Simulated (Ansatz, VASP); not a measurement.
**One calculation of GaAs, two programs**

INCAR

```
SYSTEM = GaAs
PREC     = Accurate       ! precision mode
ENCUT    = 520            ! plane-wave cutoff, eV
EDIFF    = 1E-8           ! SCF threshold, eV
ISMEAR   = -1             ! smearing method
SIGMA    = 0.05           ! smearing width, eV
LREAL    = .FALSE.        ! projectors in reciprocal space
LASPH    = .TRUE.         ! aspherical terms in the spheres
NELM     = 80             ! most SCF steps
ALGO     = Normal         ! electronic algorithm
ISIF     = 2              ! what is computed and relaxed
LWAVE    = .FALSE.        ! write WAVECAR
LCHARG   = .FALSE.        ! write CHGCAR
LEFG     = .TRUE.       
NBANDS   = 16             ! bands
```

File KPOINTS:

```
Automatic mesh
0
G
  11 11 11
  0 0 0
```

File POSCAR:

```
GaAs
1.0
    0.0000000000      2.8173955816      2.8173955816
    2.8173955816      0.0000000000      2.8173955816
    2.8173955816      2.8173955816      0.0000000000
Ga As
1 1
Direct
    0.0000000000      0.0000000000      0.0000000000
    0.7500000000      0.7500000000      0.7500000000
```

Input for Ansatz:

```yaml
crystal:
  lattice:
    - [0.0, 2.8173955816, 2.8173955816]
    - [2.8173955816, 0.0, 2.8173955816]
    - [2.8173955816, 2.8173955816, 0.0]
  atoms:
    - { symbol: Ga, position: [0.0, 0.0, 0.0] }
    - { symbol: As, position: [0.75, 0.75, 0.75] }
kpoints:
  mp_grid: { grid: [11, 11, 11] }
scf:
  occupations: { method: fermi_dirac, width: 0.05 }
hamiltonian:
  xc: lda
  pseudopotentials: { kind: paw }
output:
  forces: true
  stress: true
  eigenvalues: true
  efg: { contact_densities: true }
```

Change from the starting cell: volume scaled by 0.99, PAW files.

Alike in both runs: task electric field gradients; functional LDA; k mesh 11 × 11 × 11; occupations fermi-dirac, width 0.05 eV; no spin polarisation.

|  | VASP | Ansatz |
| --- | --- | --- |
| version | VASP 6.6.1 | Ansatz 0.2.0 |
| potentials or method | VASP PAW LDA potentials, release 64 (Ga_d, As) | PAW with Ansatz's default frozen-core files, scalar-relativistic |
| plane-wave cutoff (eV) | 520 | 420 |
| valence electrons in the cell | 18 | 28 |

Ansatz gave:

* pressure (GPa): -1.2

Q: What did VASP give for the same quantities?

A: Pressure (GPa): -0.9.

LDA's correlation is that of Perdew and Zunger in VASP and of Perdew and Wang (1992) in Ansatz. VASP's potentials hold 18 valence electrons a cell and Ansatz's 28, so a difference there can come from the potentials and not from the codes.
